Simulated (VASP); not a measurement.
Set up this calculation in VASP 6.6.1, as the native input.

- Task: single point
- Functional: PBE
- Potentials or basis: VASP PAW PBE potentials, release 64 (Mg, Te)
- Cutoff: 520 eV
- k mesh: 3 × 3 × 3
- Occupations: gaussian, width 0.2 eV
- Spin: no spin polarisation
- Dipole correction: no
- Further INCAR settings: ALGO = Normal; EDIFF = 1e-07; NBANDS = 20

The structure of Mg5Te2 lies in POSCAR:

```
Mg5Te2
1.0
    3.1209994533      1.8019098764      5.3527849228
   -3.1209994533      1.8019098764      5.3527849228
    0.0000000000     -3.6038197471      5.3527849247
Mg Te
5 2
Direct
    0.1767385258      0.1767385258      0.1767385258
    0.8232614742      0.8232614742      0.8232614742
    0.5000000000      0.5000000000      0.0000000000
    0.0000000000      0.5000000000      0.5000000000
    0.5000000000      0.0000000000      0.5000000000
    0.0000000000      0.0000000000      0.0000000000
    0.5000000000      0.5000000000      0.5000000000
```

These files were run (other wordings do the same):

INCAR

```
SYSTEM = Mg5Te2
PREC = Accurate ; ENCUT = 520
EDIFF = 1E-7 ; ISMEAR = 0
SIGMA = 0.2 ; LREAL = .False.
LASPH = .True. ; NELM = 100
ALGO = Normal ; ISIF = 2
LWAVE = .False. ; LCHARG = .False.
GGA = PE ; NBANDS = 20
```

KPOINTS

```
regular mesh
0
Gamma
  3 3 3
  0 0 0
```

Potentials or basis: VASP PAW PBE potentials, release 64 (Mg, Te).

Command:

```console
$ cat potpaw_PBE.64/Mg/POTCAR potpaw_PBE.64/Te/POTCAR > POTCAR
$ mpirun -np 1 vasp_std > vasp.out
```

Results of the run:

```
Pressure               : -0.3 GPa
Largest force          : 0.068 eV/Å
Band gap on the k mesh : zero (band 11 reaches 4.90 eV, above the bottom of band 12 at 3.31 eV)
```

Caveat: the k points lie up to 0.41 Å⁻¹ apart; spin-orbit coupling is left out, which moves the levels of the heavy elements.

Wall time 18 s on 1 thread of Intel(R) Xeon(R) 6975P-C (Granite Rapids), on a shared host, peak memory 0.31 GiB.
